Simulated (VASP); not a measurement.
Here is a VASP 6.6.1 calculation.

INCAR

```
PREC = Accurate ; ENCUT = 520
EDIFF = 1E-7 ; ISMEAR = 0
SIGMA = 0.1 ; LREAL = False
LASPH = True ; NELM = 60
ALGO = Normal ; ISIF = 2
LWAVE = False ; LCHARG = False
GGA = PE ; NBANDS = 18
```

Contents of KPOINTS:

```
Automatic mesh
0
Gamma
  6 4 6
```

POSCAR

```
BF
1.0
    2.7787755301      0.0000000000     -0.3578701298
    0.0000000000      6.5875396677      0.0000000000
   -1.2518393237      0.0000000000      2.7067606433
B F
2 2
Direct
    0.1873966743      0.5711553505      0.2034706484
    0.1873966743      0.4288446495      0.7034706484
    0.1876033257      0.2286142278      0.7035718843
    0.1876033257      0.7713857722      0.2035718843
```

Potentials or basis: VASP PAW PBE potentials, release 64 (B, F).

Launch:

```sh
$ cat potpaw_PBE.64/B/POTCAR potpaw_PBE.64/F/POTCAR > POTCAR
$ mpirun -np 1 vasp_std > vasp.out
```

Question: Estimate the pressure.

Answer: 0.6 GPa.

Question: Predict the largest force.

Answer: 0.287 eV/Å.

Question: Estimate the band gap on the k mesh.

Answer: Zero (band 10 reaches 2.14 eV, above the bottom of band 11 at -0.80 eV).

Stress tensor (GPa, compression positive):
```
-0.28  0.00  0.01
 0.00  2.34  0.00
 0.01  0.00 -0.30
```

Caveat: the k points lie up to 0.44 Å⁻¹ apart.
